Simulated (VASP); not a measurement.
Wanted: the native input for a VASP 6.6.1 run.

| Item | Value |
| --- | --- |
| Task | single point |
| Functional | r2SCAN |
| Potentials or basis | VASP PAW PBE potentials, release 64 (B, N) |
| Cutoff | 520 eV |
| k mesh | 10 × 10 × 10 |
| Occupations | gaussian, width 0.05 eV |
| Spin | no spin polarisation |
| Dipole correction | no |
| Further INCAR settings | ALGO = Normal; EDIFF = 1e-06; NBANDS = 11 |

The system is BN (Qingsongite).

```
CELL_PARAMETERS angstrom
0.00000 1.84365 1.80750
1.84365 0.00000 1.80750
1.84365 1.84365 0.00000
ATOMIC_POSITIONS crystal
B 0.00000 0.00000 0.00000
N 0.25000 0.25000 0.25000
```

These files were run (other wordings do the same):

POSCAR

```
BN
1.0
    0.0000000000      1.8436500000      1.8075000000
    1.8436500000      0.0000000000      1.8075000000
    1.8436500000      1.8436500000      0.0000000000
B N
1 1
Direct
    0.0000000000      0.0000000000      0.0000000000
    0.2500000000      0.2500000000      0.2500000000
```

INCAR.step1

```
ALGO = Normal
EDIFF = 1E-4
ENCUT = 520
GGA = PE
ISMEAR = 0
LASPH = T
LCHARG = F
LREAL = F
LWAVE = T
NBANDS = 11
NELM = 60
PREC = Accurate
SIGMA = 0.05
```

INCAR.step2

```
ALGO = Normal
EDIFF = 1E-6
ENCUT = 520
ISIF = 2
ISMEAR = 0
ISTART = 1
LASPH = T
LCHARG = T
LELF = T
LMIXTAU = T
LREAL = F
LVHAR = T
LWAVE = F
METAGGA = R2SCAN
NBANDS = 11
NELM = 60
PREC = Accurate
SIGMA = 0.05
```

KPOINTS

```
k-points
0
Gamma
  10 10 10
```

Potentials or basis: VASP PAW PBE potentials, release 64 (B, N).

The run is started by

```sh
$ cat potpaw_PBE.64/B/POTCAR potpaw_PBE.64/N/POTCAR > POTCAR
$ cp INCAR.step1 INCAR
$ mpirun -np 1 vasp_std > vasp.out
$ cp INCAR.step2 INCAR
$ mpirun -np 1 vasp_std > vasp.out
```

It gave:

| Property | Result |
| --- | --- |
| Pressure | -15.0 GPa |
| Band gap on the k mesh | 4.58 eV, indirect (least direct gap 9.12 eV) |

Caveat: the PAW data sets were made with another functional, which shifts forces and pressure a little.

Run time: 120 s on 1 thread of AMD EPYC 7R13, with other jobs on the host, peak memory 0.1 GiB.
